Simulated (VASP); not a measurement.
# CoSi (NiAs type): single point with PBE

Crystal: CoSi (NiAs type).

```xyz
4
Lattice="3.0887 0.0000 0.0000 -1.5444 2.6749 0.0000 0.0000 0.0000 4.8138" Properties=species:S:1:pos:R:3 pbc="T T T"
Co    0.0000    0.0000    0.0000
Co    0.0000    0.0000    2.4069
Si    0.0000    1.7833    1.2034
Si    1.5444    0.8916    3.6103
```

- Program: VASP 6.6.1
- Task: single point
- Functional: PBE
- Potentials or basis: VASP PAW PBE potentials, release 64 (Co, Si)
- Cutoff: 520 eV
- k mesh: 12 × 12 × 7
- Occupations: fermi-dirac, width 0.08 eV
- Spin: no spin polarisation

```json
{
 "Pressure": "64.0 GPa",
 "Band gap on the k mesh": "zero (bands 13 and 14 overlap by 3.31 eV)"
}
```

Stress tensor (GPa, compression positive):
```
63.90  0.00  0.00
 0.00 63.90  0.00
 0.00  0.00 64.14
```

Levels at points of the mesh, in eV from the Fermi level:
```tsv
k point	band 9	band 10	band 11	band 12	band 13	band 14	band 15	band 16	band 17	band 18
(0.00, 0.00, 0.00)	-2.66	-2.66	-1.03	-1.03	1.23	4.72	4.72	6.82	7.45	7.88
(0.50, 0.00, 0.00)	-1.62	-1.59	-1.49	-1.09	-0.95	-0.66	-0.06	3.49	3.87	7.30
```

Run time: 19 s on 1 thread of Intel(R) Xeon(R) 6975P-C (Granite Rapids), on a shared host, peak memory 0.19 GiB.

Caveat: the cell stands under pressure; the run has no spin polarisation, though such a crystal can be magnetic. Spin polarisation is off, so any magnetic state and its effect on volume and gap are missing.
